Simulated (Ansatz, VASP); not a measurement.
# GaN in VASP and in Ansatz

```xyz
2
Lattice="0.0000 2.2060 2.3425 2.2060 0.0000 2.3425 2.2060 2.2060 0.0000" Properties=species:S:1:pos:R:3 pbc="T T T"
Ga    0.0000    0.0000    0.0000
N     3.3090    3.3090    3.5137
```

Alike in both runs: task single point; functional PBE; k mesh 10 × 10 × 10; occupations gaussian, width 0.05 eV; no spin polarisation.

```csv
,VASP,Ansatz
version,VASP 6.6.1,Ansatz 0.2.0
potentials or method,"VASP PAW PBE potentials, release 64 (Ga_d, N), cutoff 520 eV","scalar-relativistic, plane waves, PAW"
valence electrons in the cell,18,18
```

```csv
,VASP,Ansatz,Ansatz less VASP
gap on the k mesh at the Fermi level (eV),1.63,1.62,-0.008
pressure (GPa),5.6,5.5,-0.04
"traceless stress, the component that is largest in VASP (GPa)",-5.56,-5.54,+0.017
```

The functional is the same, so the differences come from potentials, cutoffs and numerics.
